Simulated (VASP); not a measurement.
Input of a VASP 6.6.1 run:

File INCAR:

```
SYSTEM = Bi2Se3
ALGO = Normal ; EDIFF = 1E-7
ENCUT = 520 ; GGA = PS
ISIF = 2 ; ISMEAR = 0
LASPH = .TRUE. ; LCHARG = .FALSE.
LREAL = .FALSE. ; LWAVE = .FALSE.
NBANDS = 32 ; NELM = 100
PREC = Accurate ; SIGMA = 0.1
```

The input KPOINTS:

```
k-points
0
G
  6 6 6
  0 0 0
```

Contents of POSCAR:

```
Bi2Se3
1.0
    2.0714992968      1.1959806766      9.5453300000
   -2.0714992968      1.1959806766      9.5453300000
    0.0000000000     -2.3919613533      9.5453300000
Bi Se
2 3
Direct
    0.4008000000      0.4008000000      0.4008000000
    0.5992000000      0.5992000000      0.5992000000
    0.0000000000      0.0000000000      0.0000000000
    0.2117000000      0.2117000000      0.2117000000
    0.7883000000      0.7883000000      0.7883000000
```

Potentials or basis: VASP PAW PBE potentials, release 64 (Bi_d, Se).

Command:

```sh
$ cat potpaw_PBE.64/Bi_d/POTCAR potpaw_PBE.64/Se/POTCAR > POTCAR
$ mpirun -np 1 vasp_std > vasp.out
```

Question: Predict the largest force.

Answer: 0.192 eV/Å.

Question: Predict the band gap on the k mesh.

Answer: 0.14 eV.

Question: Predict the pressure.

Answer: -0.3 GPa.

Forces on the atoms (eV/Å):
```
Bi   0.000  0.000 -0.192
Bi   0.000  0.000  0.192
Se   0.000  0.000  0.000
Se   0.000  0.000 -0.098
Se   0.000  0.000  0.098
```

Caveat: the PAW data sets were made with another functional, which shifts forces and pressure a little; spin-orbit coupling is left out, which moves the levels of the heavy elements. A k mesh can miss the band edges.
